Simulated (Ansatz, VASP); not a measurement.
# N in VASP and in Ansatz

```xyz
2
Lattice="12.0000 0.0000 0.0000 0.0000 12.3000 0.0000 0.0000 0.0000 12.6000" Properties=species:S:1:pos:R:3 pbc="T T T"
N     6.0000    6.1500    5.7474
N     6.0000    6.1500    6.8526
```

Alike in both runs: functional revPBE; k mesh 1 × 1 × 1; occupations fermi-dirac, width 0.01 eV; no spin polarisation.

Ansatz relaxed the structure, and its values are those at the end. VASP's run is a single point on that final structure, the one shown.

|  | VASP | Ansatz |
| --- | --- | --- |
| version | VASP 6.6.1 | Ansatz 0.2.0 |
| potentials or method | VASP PAW PBE potentials, release 64 (N_h), cutoff 1000 eV | plane waves (420 eV) with PAW, scalar-relativistic |
| valence electrons in the cell | 10 | 10 |

```csv
,VASP,Ansatz,Ansatz less VASP
rms of the force components (eV/Å),0.027,0.002,-0.0248
```

VASP's potentials were made for PBE, not for revPBE.
